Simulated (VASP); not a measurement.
A run of VASP 6.6.1:

INCAR

```
SYSTEM = SnGe2
ALGO = Normal ; EDIFF = 1E-6
ENCUT = 520 ; GGA = PE
ISIF = 2 ; ISMEAR = 0
LASPH = .TRUE. ; LCHARG = .FALSE.
LREAL = .FALSE. ; LWAVE = .FALSE.
NBANDS = 28 ; NELM = 80
PREC = Accurate ; SIGMA = 0.2
```

The input KPOINTS:

```
k-points
0
G
  5 5 4
  0 0 0
```

Contents of POSCAR:

```
SnGe2
1.0
    4.0904353032      0.0000000000      0.0000000000
    0.0000000000      4.0904353032      0.0000000000
    0.0000000000      0.0000000000      4.3894765475
Sn Ge
1 2
Direct
    0.0000000000      0.0000000000      0.7540318609
    0.0000000000      0.5000000000      0.2543184995
    0.5000000000      0.0000000000      0.2543184995
```

Potentials or basis: VASP PAW PBE potentials, release 64 (Sn_d, Ge_d).

Command:

```console
$ cat potpaw_PBE.64/Sn_d/POTCAR potpaw_PBE.64/Ge_d/POTCAR > POTCAR
$ mpirun -np 1 vasp_std > vasp.out
```

Hardware: 1 thread of Intel(R) Xeon(R) Platinum 8488C (Sapphire Rapids), on a shared host.

Q: Estimate the wall time of this run.

A: Run time: 20 s on 1 thread of Intel(R) Xeon(R) Platinum 8488C (Sapphire Rapids), on a shared host, peak memory 0.19 GiB. Counts: scf iterations 13, k points 18.
